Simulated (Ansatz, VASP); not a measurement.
**HfC3: VASP beside Ansatz**

Contents of INCAR:

```
SYSTEM = HfC3
  PREC = Accurate
  ENCUT = 600
  EDIFF = 1E-6
  ISMEAR = 0
  SIGMA = 0.1
  LREAL = .False.
  LASPH = .True.
  NELM = 60
  ALGO = Normal
  ISIF = 3
  LWAVE = .False.
  LCHARG = .False.
  GGA = PE
  IBRION = 2
  NSW = 100
  EDIFFG = -0.01
```

The input KPOINTS:

```
regular mesh
0
Gamma
  14 14 14
  0 0 0
```

POSCAR

```
HfC3
1.0
    3.3734410910      0.0000000000      0.0000000000
    0.0000000000      3.3734410910      0.0000000000
    0.0000000000      0.0000000000      3.3734410910
Hf C
1 3
Direct
    0.0000000000      0.0000000000      0.0000000000
    0.0000000000      0.5000000000      0.5000000000
    0.5000000000      0.0000000000      0.5000000000
    0.5000000000      0.5000000000      0.0000000000
```

Input for Ansatz:

```yaml
crystal:
  lattice:
    - [3.373441091, 0.0, 0.0]
    - [0.0, 3.373441091, 0.0]
    - [0.0, 0.0, 3.373441091]
  atoms:
    - { symbol: Hf, position: [0.0, 0.0, 0.0] }
    - { symbol: C, position: [0.0, 0.5, 0.5] }
    - { symbol: C, position: [0.5, 0.0, 0.5] }
    - { symbol: C, position: [0.5, 0.5, 0.0] }
basis:
  ecutwfc: 420
kpoints:
  mp_grid: { grid: [14, 14, 14] }
hamiltonian:
  xc: pbe
scf:
  occupations: { method: gaussian, width: 0.1 }
output:
  forces: true
  stress: true
  eigenvalues: true
  write_density: true
  write_potential: true
  elf: true
  volumetric_format: npy
relax:
  adjacent_minimum: "off"
  f_tol: 0.01
  max_steps: 80
  cell: { stress_tol: 0.05 }
```

Alike in both runs: task relaxation of cell and atoms; functional PBE; k mesh 14 × 14 × 14; occupations gaussian, width 0.1 eV; no spin polarisation.

|  | VASP | Ansatz |
| --- | --- | --- |
| version | VASP 6.6.1 | Ansatz 0.2.0 |
| potentials or method | VASP PAW PBE potentials, release 64 (Hf_pv, C), cutoff 600 eV | scalar-relativistic, plane waves, PAW |
| valence electrons in the cell | 22 | 38 |

Ansatz gave:

```
gap on the k mesh at the Fermi level, each at its own relaxed structure (eV)  : none
relaxed volume (Å³/atom)                                                      : 9.61
relaxed length of the cell vector where the two differ most in proportion (Å) : 3.374
```

Question: Which values does VASP return?

Answer: gap on the k mesh at the Fermi level, each at its own relaxed structure (eV): none; relaxed volume (Å³/atom): 9.54; relaxed length of the cell vector where the two differ most in proportion (Å): 3.366.

A gap of «none» marks a metal or a gap that the smearing closes. VASP's potentials hold 22 valence electrons a cell and Ansatz's 38, so a difference there can come from the potentials and not from the codes.

Spin-orbit coupling is off throughout.
